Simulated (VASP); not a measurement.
Wanted: the native input for a VASP 6.6.1 run.

```
Task                   : single point
Functional             : PBE
Dispersion             : D3(BJ)
Potentials or basis    : VASP PAW PBE potentials, release 64 (W_sv, Se)
Cutoff                 : 520 eV
k mesh                 : 9 × 9 × 4
Occupations            : gaussian, width 0.05 eV
Spin                   : no spin polarisation
Dipole correction      : no
Further INCAR settings : ALGO = Normal; EDIFF = 1e-06; NBANDS = 20
```

The structure of WSe2 lies in POSCAR:

```
WSe2
1.0
    3.4347696443      0.0000000000      0.0000000000
   -1.7173848222      2.9745977681      0.0000000000
    0.0000000000      0.0000000000      6.3845498149
W Se
1 2
Direct
    0.0000000000      0.0000000000      0.0000000000
    0.3333333333      0.6666666667      0.2643480231
    0.3333333333      0.6666666667      0.7356519769
```

This cell differs from its parent crystal: c/a of the conventional cell at fixed volume 1.8588.

One way to write it, as run:

INCAR

```
SYSTEM = WSe2
  PREC = Accurate
  ENCUT = 520
  EDIFF = 1E-6
  ISMEAR = 0
  SIGMA = 0.05
  LREAL = .False.
  LASPH = .True.
  NELM = 100
  ALGO = Normal
  ISIF = 2
  LWAVE = .False.
  LCHARG = .False.
  GGA = PE
  IVDW = 12
  NBANDS = 20
```

KPOINTS

```
regular mesh
0
Gamma
  9 9 4
  0 0 0
```

Potentials or basis: VASP PAW PBE potentials, release 64 (W_sv, Se).

Run with:

```console
$ cat potpaw_PBE.64/W_sv/POTCAR potpaw_PBE.64/Se/POTCAR > POTCAR
$ mpirun -np 1 vasp_std > vasp.out
```

Results of the run:

The pressure is -7.3 GPa. The largest force is 1.575 eV/Å, the band gap on the k mesh is 0.59 eV, indirect (least direct gap 1.15 eV) and the dispersion energy per atom is -0.433 eV.

Caveat: spin-orbit coupling is left out, which moves the levels of the heavy elements; forces of over 1 eV/Å act on the atoms, so gaps and moduli don't describe the material at rest.

Run time: 33 s on 1 thread of Intel(R) Xeon(R) Platinum 8375C CPU @ 2.90GHz (Ice Lake) (shared host), peak memory 0.22 GiB.
